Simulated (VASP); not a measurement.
Here is a VASP 6.6.1 calculation.

File INCAR:

```
PREC     = Accurate       # precision mode
ENCUT    = 500            # plane-wave cutoff, eV
EDIFF    = 1E-6           # SCF threshold, eV
ISMEAR   = 0              # smearing method
SIGMA    = 0.01           # smearing width, eV
LREAL    = F              # projectors in reciprocal space
LASPH    = T              # aspherical terms in the spheres
NELM     = 120            # most SCF steps
ALGO     = Normal         # electronic algorithm
ISIF     = 2              # what is computed and relaxed
LWAVE    = F              # write WAVECAR
LCHARG   = F              # write CHGCAR
GGA      = PE             # functional
NBANDS   = 15             # bands
GGA_COMPAT= F
```

KPOINTS

```
Automatic mesh
0
Gamma
  4 4 4
```

The input POSCAR:

```
CaS
1.0
    0.0000000000      2.8479451014      2.8479451014
    2.8479451014      0.0000000000      2.8479451014
    2.8479451014      2.8479451014      0.0000000000
Ca S
1 1
Direct
    0.0000000000      0.0000000000      0.0000000000
    0.5000000000      0.5000000000      0.5000000000
```

Potentials or basis: VASP PAW PBE potentials, release 64 (Ca_sv, S).

Command:

```bash
$ cat potpaw_PBE.64/Ca_sv/POTCAR potpaw_PBE.64/S/POTCAR > POTCAR
$ mpirun -np 1 vasp_std > vasp.out
```

(1) Predict the band gap on the k mesh.

(2) Estimate the pressure.

Answers

(1) 2.35 eV, indirect (least direct gap 3.16 eV).

(2) 0.7 GPa.

Caveat: the k points lie up to 0.48 Å⁻¹ apart.
